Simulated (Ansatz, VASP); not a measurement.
**One calculation of Ti3Al, two programs**

```xyz
4
Lattice="2.9041 0.0000 0.0000 -1.4521 2.5151 0.0000 0.0000 0.0000 9.3949" Properties=species:S:1:pos:R:3 pbc="T T T"
Ti    1.4521    0.8384    0.0000
Ti    0.0000    1.6767    7.1523
Ti    0.0000    1.6767    2.2427
Al    1.4521    0.8384    4.6975
```

Alike in both runs: task single point; functional PBE; k mesh 15 × 15 × 6; occupations gaussian, width 0.15 eV; no spin polarisation.

```csv
,VASP,Ansatz
version,VASP 6.6.1,Ansatz 0.2.0
potentials or method,"VASP PAW PBE potentials, release 64 (Ti_sv, Al), cutoff 520 eV","scalar-relativistic, plane waves, PAW"
valence electrons in the cell,39,39
```

|  | VASP | Ansatz | Ansatz less VASP |
| --- | --- | --- | --- |
| gap on the k mesh at the Fermi level (eV) | none | none | - |
| pressure (GPa) | 0.5 | 0.7 | +0.18 |
| traceless stress, the component that is largest in VASP (GPa) | -3.16 | -3.19 | -0.036 |
| rms of the force components (eV/Å) | 0.322 | 0.327 | +0.0048 |

Atom by atom the forces differ by 0.005 eV/Å (rms over components). A gap of «none» marks a metal or a gap that the smearing closes. With one functional, cell and mesh, what is left measures potentials, basis and numerics.
